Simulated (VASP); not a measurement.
Write the native input for VASP 6.6.1 that does the following.

* Task: single point
* Functional: LDA
* Potentials or basis: VASP PAW LDA potentials, release 64 (W_sv, S)
* Cutoff: 520 eV
* k mesh: 12 × 12 × 2
* Occupations: gaussian, width 0.05 eV
* Spin: no spin polarisation
* Dipole correction: no
* Further INCAR settings: ALGO = Normal; EDIFF = 1e-06; NBANDS = 20

The structure of WS2 lies in POSCAR:

```
WS2
1.0
    3.1254814186      0.0000000000      0.0000000000
   -1.5627407093      2.7067463075      0.0000000000
    0.0000000000      0.0000000000     16.9531110566
W S
1 2
Direct
    0.3333324901      0.6666669916      0.0000003280
    0.6666652823      0.3333326343      0.9079593047
    0.6666688943      0.3333337075      0.0920403674
```

This cell differs from its parent crystal: atom 3 moved 0.45 Å, then relaxed in part.

The input as run:

INCAR

```
SYSTEM = WS2
  ALGO = Normal
  EDIFF = 1E-6
  ENCUT = 520
  ISIF = 2
  ISMEAR = 0
  LASPH = .True.
  LCHARG = .False.
  LREAL = .False.
  LWAVE = .False.
  NBANDS = 20
  NELM = 80
  PREC = Accurate
  SIGMA = 0.05
```

KPOINTS

```
k-points
0
Gamma
  12 12 2
  0 0 0
```

Potentials or basis: VASP PAW LDA potentials, release 64 (W_sv, S).

Launch:

```sh
$ cat potpaw_LDA.64/W_sv/POTCAR potpaw_LDA.64/S/POTCAR > POTCAR
$ mpirun -np 1 vasp_std > vasp.out
```

Results of the run:

```
Largest force          : 0.051 eV/Å
Band gap on the k mesh : 2.00 eV, direct
```

Caveat: the cell differs from its parent crystal (atom 3 moved 0.45 Å, then relaxed in part); spin-orbit coupling is left out, which moves the levels of the heavy elements.

It took 4.6 min on 1 thread of AMD EPYC 7R13, with other jobs on the host, peak memory 0.23 GiB.
